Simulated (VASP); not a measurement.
A run of VASP 6.6.1:

Contents of INCAR:

```
PREC = Accurate
ENCUT = 500
EDIFF = 1E-7
ISMEAR = -1
SIGMA = 0.05
LREAL = False
LASPH = True
NELM = 120
ALGO = Normal
ISIF = 3
LWAVE = False
LCHARG = False
GGA = PE
IBRION = 2
NSW = 60
EDIFFG = -0.005
PSTRESS = 510.0
GGA_COMPAT = False
NELMIN = 4
```

KPOINTS

```
regular mesh
0
Gamma
  16 16 9
```

File POSCAR:

```
Sc
1.0
    2.7905266890      0.0000000000      0.0000000000
   -1.3952633445      2.4166670026      0.0000000000
    0.0000000000      0.0000000000      4.5206532362
Sc
2
Direct
    0.3333333333      0.6666666667      0.2500000000
    0.6666666667      0.3333333333      0.7500000000
```

Potentials or basis: VASP PAW PBE potentials, release 64 (Sc_sv).

Run with:

```bash
$ cat potpaw_PBE.64/Sc_sv/POTCAR > POTCAR
$ mpirun -np 1 vasp_std > vasp.out
```

Hardware: 1 thread of Oxide Virtual Turin-like Processor (shared host).

Question: How long does it take, and how much memory?

Answer: It took 4.1 min on 1 thread of Oxide Virtual Turin-like Processor (shared host), peak memory 0.15 GiB. Counts: scf iterations 65, k points 150, ion steps 8.
